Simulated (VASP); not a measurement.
Si16HC16 (a cell with a defect), 33 atoms in the cell. The cell holds a defect, 33 atoms: a = 6.188 Å, b = 6.188 Å, c = 10.129 Å, α = 90.00°, β = 90.00°, γ = 120.00°. 

- Program: VASP 6.6.1
- Task: single point
- Functional: PBE
- Potentials or basis: VASP PAW PBE potentials, release 64 (Si, C, H)
- Cutoff: 520 eV
- k mesh: 1 × 1 × 1, shifted
- Occupations: fermi-dirac, width 0.01 eV
- Spin: collinear spin
- Fixed moment: 1 μB
- Dipole correction: no
- Further INCAR settings: LREAL = Auto; ALGO = Normal; EDIFF = 1e-06; NBANDS = 90

Potentials or basis: VASP PAW PBE potentials, release 64 (Si, C, H).

Command:

```bash
$ cat potpaw_PBE.64/Si/POTCAR potpaw_PBE.64/C/POTCAR potpaw_PBE.64/H/POTCAR > POTCAR
$ mpirun -np 1 vasp_std > vasp.out
```

Hardware: 1 thread of Intel(R) Xeon(R) Platinum 8559C (Emerald Rapids) (shared host).

Question: How long does it take, and how much memory?

Answer: Run time: 7.9 min on 1 thread of Intel(R) Xeon(R) Platinum 8559C (Emerald Rapids), on a shared host, peak memory 0.68 GiB. Counts: scf iterations 16, k points 6.
